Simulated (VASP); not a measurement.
# MoS2 in VASP: further runs, part 2 of 2

VASP 6.6.1. The steps go on from the part before.

### 3 Single point, PBEsol

This run uses another cell than the first one, of 16.18 Å³/atom.

File INCAR:

```
  PREC = Accurate
  ENCUT = 520
  EDIFF = 1E-7
  ISMEAR = -1
  SIGMA = 0.05
  LREAL = F
  LASPH = T
  NELM = 60
  ALGO = Normal
  ISIF = 2
  LWAVE = F
  LCHARG = F
  GGA = PS
  NBANDS = 35
```

File KPOINTS:

```
regular mesh
0
Gamma
  10 10 2
```

File POSCAR:

```
MoS2
1.0
    3.1016210404      0.0000000000      0.0000000000
   -1.5508105202      2.6860826139      0.0000000000
    0.0000000000      0.0000000000     11.6498329737
Mo S
2 4
Direct
    0.3333333333      0.6666666667      0.7499940374
    0.6666666667      0.3333333333      0.2500059626
    0.6666666667      0.3333333333      0.6157536481
    0.3333333333      0.6666666667      0.1157647406
    0.6666666667      0.3333333333      0.8842352594
    0.3333333333      0.6666666667      0.3842463519
```

Potentials or basis: VASP PAW PBE potentials, release 64 (Mo_sv, S).

Launch:

```console
$ cat potpaw_PBE.64/Mo_sv/POTCAR potpaw_PBE.64/S/POTCAR > POTCAR
$ mpirun -np 1 vasp_std > vasp.out
```

OUTCAR:

```text
PREC = Accurate
   ENCUT = 520
   EDIFF = 1E-7
   ISMEAR = -1
   LREAL = F
   LASPH = T
   NELM = 60
   ISIF = 2
   GGA = PS

 ion  position               nearest neighbor table
   1  0.333  0.667  0.750-   3 2.38   3 2.38   3 2.38   5 2.38   5 2.38   5 2.38
   2  0.667  0.333  0.250-   6 2.38   6 2.38   6 2.38   4 2.38   4 2.38   4 2.38
   3  0.667  0.333  0.616-   1 2.38   1 2.38   1 2.38
   4  0.333  0.667  0.116-   2 2.38   2 2.38   2 2.38
   5  0.667  0.333  0.884-   1 2.38   1 2.38   1 2.38
   6  0.333  0.667  0.384-   2 2.38   2 2.38   2 2.38

  LATTYP: Found a hexagonal cell.
 ALAT       =     3.1016210404
 C/A-ratio  =     3.7560465389

  Lattice vectors:

 A1 = (   3.1016210404,   0.0000000000,   0.0000000000)
 A2 = (  -1.5508105202,   2.6860826139,   0.0000000000)
 A3 = (   0.0000000000,   0.0000000000,  11.6498329737)

Analysis of symmetry for initial positions (statically):
=====================================================================
 Subroutine PRICEL returns:
 Original cell was already a primitive cell.
[... 181 lines left out ...]
 cond. band min:       9.4829049729   @ k =   0.2000   0.2000   0.0000
 fundamental gap:      0.5559751063
 Fermi energy:         9.1571297961

 k-point     1 :       0.0000    0.0000    0.0000
  band No.  band energies     occupation
      1     -52.6101      2.00000
      2     -52.6101      2.00000
      3     -26.8519      2.00000
      4     -26.8516      2.00000
      5     -26.5407      2.00000
      6     -26.5407      2.00000
[... 901 lines left out ...]
     34      12.4601      0.00000
     35      14.9509      0.00000

 [... further k-points ...]

------------------------ aborting loop because EDIFF is reached ----------------------------------------

  FORCE on cell =-STRESS in cart. coord.  units (eV):
  Direction    XX          YY          ZZ          XY          YZ          ZX
  --------------------------------------------------------------------------------------
  -------------------------------------------------------------------------------------
  Total        3.0405694      3.0405694      3.0394518     -0.0000000      0.0000000      0.0000000
  in kB       50.1923697     50.1923697     50.1739210     -0.0000000      0.0000000      0.0000000
  external PRESSURE =      50.1862201 kB  Pullay stress =       0.0000000 kB

 VOLUME and BASIS-vectors are now :
 -----------------------------------------------------------------------------
  energy-cutoff  :      520.00
  volume of cell :       97.06
      direct lattice vectors                 reciprocal lattice vectors
     3.101621040  0.000000000  0.000000000     0.322412051  0.186144684  0.000000000
    -1.550810520  2.686082614  0.000000000     0.000000000  0.372289368  0.000000000
     0.000000000  0.000000000 11.649832974     0.000000000  0.000000000  0.085838141

 POSITION                                       TOTAL-FORCE (eV/Angst)
 -----------------------------------------------------------------------------------
     -0.00000      1.79072      8.73731        -0.000000      0.000000      0.000243
      1.55081      0.89536      2.91253         0.000000     -0.000000     -0.000243
      1.55081      0.89536      7.17343         0.000000     -0.000000      0.004433
     -0.00000      1.79072      1.34864        -0.000000      0.000000      0.004386
      1.55081      0.89536     10.30119         0.000000      0.000000     -0.004386
     -0.00000      1.79072      4.47641        -0.000000      0.000000     -0.004433
 -----------------------------------------------------------------------------------
    total drift:                               -0.000000      0.000000      0.000000

  FREE ENERGIE OF THE ION-ELECTRON SYSTEM (eV)
  ---------------------------------------------------
  free  energy   TOTEN  =       -46.7758944228 eV

  energy  without entropy=      -46.7758263546  energy(sigma->0) =      -46.77586039
```

OSZICAR:

```text
N       E                     dE             d eps       ncg     rms          rms(c)
DAV:   1     0.450410746270E+03    0.45041E+03   -0.29434E+04  2080   0.143E+03
DAV:   2    -0.268744679962E+02   -0.47729E+03   -0.46210E+03  2349   0.376E+02
DAV:   3    -0.490924471927E+02   -0.22218E+02   -0.21836E+02  2360   0.754E+01
DAV:   4    -0.495099586995E+02   -0.41751E+00   -0.41610E+00  2369   0.105E+01
DAV:   5    -0.495168268618E+02   -0.68682E-02   -0.68670E-02  2305   0.134E+00    0.387E+01
DAV:   6    -0.474277065523E+02    0.20891E+01   -0.10376E+01  2144   0.210E+01    0.130E+01
DAV:   7    -0.471575386537E+02    0.27017E+00   -0.50917E+00  2084   0.135E+01    0.872E+00
DAV:   8    -0.467759091716E+02    0.38163E+00   -0.90339E-01  2099   0.637E+00    0.328E+00
DAV:   9    -0.467853036090E+02   -0.93944E-02   -0.10388E-01  2283   0.159E+00    0.146E+00
DAV:  10    -0.467759961969E+02    0.93074E-02   -0.37236E-02  2113   0.130E+00    0.371E-01
DAV:  11    -0.467759939746E+02    0.22223E-05   -0.20581E-03  2168   0.264E-01    0.140E-01
DAV:  12    -0.467759068308E+02    0.87144E-04   -0.20288E-04  2184   0.710E-02    0.108E-01
DAV:  13    -0.467758957470E+02    0.11084E-04   -0.16242E-04  2185   0.630E-02    0.202E-02
DAV:  14    -0.467758948435E+02    0.90348E-06   -0.13473E-05  2098   0.207E-02    0.304E-02
DAV:  15    -0.467758947604E+02    0.83117E-07   -0.10159E-06  2016   0.465E-03    0.115E-02
DAV:  16    -0.467758944256E+02    0.33477E-06   -0.85646E-07  2264   0.607E-03    0.384E-03
DAV:  17    -0.467758944228E+02    0.27821E-08   -0.53782E-08  1160   0.137E-03
   1 F= -.46775894E+02 E0= -.46775860E+02  d E =-.680682E-04
```

stdout:

```text
POSCAR found type information on POSCAR MoS
 POSCAR found :  2 types and       6 ions
 scaLAPACK will be used
 -----------------------------------------------------------------------------
|                                                                             |
|                                                                             |
|     You enforced a specific xc type in the INCAR file but a different       |
|     I HOPE YOU KNOW WHAT YOU ARE DOING!                                     |
|                                                                             |
 -----------------------------------------------------------------------------

 LDA part: xc-table for (Slater+PW92), standard interpolation
 POSCAR, INCAR and KPOINTS ok, starting setup
 FFT: planning ... GRIDC
 FFT: planning ... GRID_SOFT
 FFT: planning ... GRID
 WAVECAR not read
 entering main loop
```

Wall time 41 s (1 thread of Intel Xeon 6975P-C (Granite Rapids), shared host); peak memory 0.25 GiB.

Results:

* Free energy: -46.7759 eV
* Pressure: 5.0 GPa
* Largest force: 0.004 eV/Å
* Band gap on the k mesh: 0.56 eV (least direct gap 1.99 eV)

Forces on the atoms (eV/Å):
```
Mo   0.000  0.000  0.000
Mo   0.000  0.000  0.000
S    0.000  0.000  0.004
S    0.000  0.000  0.004
S    0.000  0.000 -0.004
S    0.000  0.000 -0.004
```

Levels at points of the mesh, in eV from the valence-band top:
```tsv
k point	band 22	band 23	band 24	band 25	band 26	band 27	band 28	band 29	band 30	band 31
(0.00, 0.00, 0.00)	-2.25	-2.25	-1.64	-0.94	0.00	2.05	2.05	2.10	2.10	2.14
(0.50, 0.00, 0.00)	-2.73	-1.95	-1.75	-1.53	-1.53	1.63	1.71	1.92	2.39	2.69
(0.00, 0.00, 0.50)	-2.30	-2.30	-2.30	-0.26	-0.26	2.04	2.04	2.04	2.04	2.35
(0.50, 0.00, 0.50)	-3.01	-1.74	-1.74	-1.62	-1.62	1.66	1.66	2.18	2.18	3.16
```

Caveat: the cell stands under pressure; semilocal functionals underestimate gaps, and a narrow one can read as zero; the PAW data sets were made with another functional, which shifts forces and pressure a little.

### 4 Single point, PBEsol

This run uses another cell than the first one, of 16.92 Å³/atom.

File INCAR:

```
ALGO = Normal ; EDIFF = 1E-6
ENCUT = 520 ; GGA = PS
ISIF = 2 ; ISMEAR = -1
LASPH = True ; LCHARG = False
LREAL = False ; LWAVE = False
NBANDS = 35 ; NELM = 60
PREC = Accurate ; SIGMA = 0.05
```

File KPOINTS:

```
k-points
0
Gamma
  10 10 2
```

File POSCAR:

```
MoS2
1.0
    3.1242140909      0.0000000000      0.0000000000
   -1.5621070454      2.7056487696      0.0000000000
    0.0000000000      0.0000000000     12.0126077270
Mo S
2 4
Direct
    0.3333333333      0.6666666667      0.7499016102
    0.6666666667      0.3333333333      0.2500983898
    0.6666666667      0.3333333333      0.6199204148
    0.3333333333      0.6666666667      0.1201206587
    0.6666666667      0.3333333333      0.8798793413
    0.3333333333      0.6666666667      0.3800795852
```

Launch:

```console
$ cat potpaw_PBE.64/Mo_sv/POTCAR potpaw_PBE.64/S/POTCAR > POTCAR
$ mpirun -np 1 vasp_std > vasp.out
```

Run time: 38 s. Hardware: 1 thread of Intel Xeon 6975P-C (Granite Rapids), shared host; peak memory 0.25 GiB.

It converged, with:

| Quantity | Value |
| --- | --- |
| Free energy | -46.8729 eV |
| Pressure | 2.0 GPa |
| Band gap on the k mesh | 0.76 eV (least direct gap 1.97 eV) |

Levels at points of the mesh, in eV from the valence-band top:
```tsv
k point	band 24	band 25	band 26	band 27	band 28	band 29
(0.00, 0.00, 0.00)	-1.41	-1.10	0.00	2.14	2.14	2.18
(0.50, 0.00, 0.00)	-1.56	-1.49	-1.40	1.68	1.74	2.02
(0.00, 0.00, 0.50)	-2.20	-0.28	-0.28	2.14	2.14	2.14
(0.50, 0.00, 0.50)	-1.63	-1.47	-1.46	1.71	1.71	2.22
```

Caveat: semilocal functionals underestimate gaps, and a narrow one can read as zero; the PAW data sets were made with another functional, which shifts forces and pressure a little; this functional lacks dispersion, which binds layers or chains, so the pressure and a relaxed spacing across them are unreliable.

### 5 The runs side by side

```csv
cell,gap on the mesh (eV),pressure (GPa)
"a = 3.068, b = 3.068, c = 11.332 Å, angles 90.0, 90.0, 120.0°, 6 atoms, atomic positions A",0.34,10.0
"a = 3.102, b = 3.102, c = 11.650 Å, angles 90.0, 90.0, 120.0°, 6 atoms, atomic positions B",0.56,5.0
"a = 3.124, b = 3.124, c = 12.013 Å, angles 90.0, 90.0, 120.0°, 6 atoms, atomic positions C",0.76,2.0
```

Alike in all rows: task single point; level PBEsol; potentials or basis VASP PAW PBE potentials, release 64 (Mo_sv, S); no spin polarisation; k mesh 10 × 10 × 2; cutoff (eV) 520; smearing fermi-dirac 0.05 eV.

Caveats: semilocal functionals underestimate gaps, and a narrow one can read as zero; the PAW data sets were made with another functional, which shifts forces and pressure a little; the cell stands under pressure (at least some runs); this functional lacks dispersion, which binds layers or chains, so the pressure and a relaxed spacing across them are unreliable (at least some runs).

Absolute energies hang on the potentials; compare differences alone.
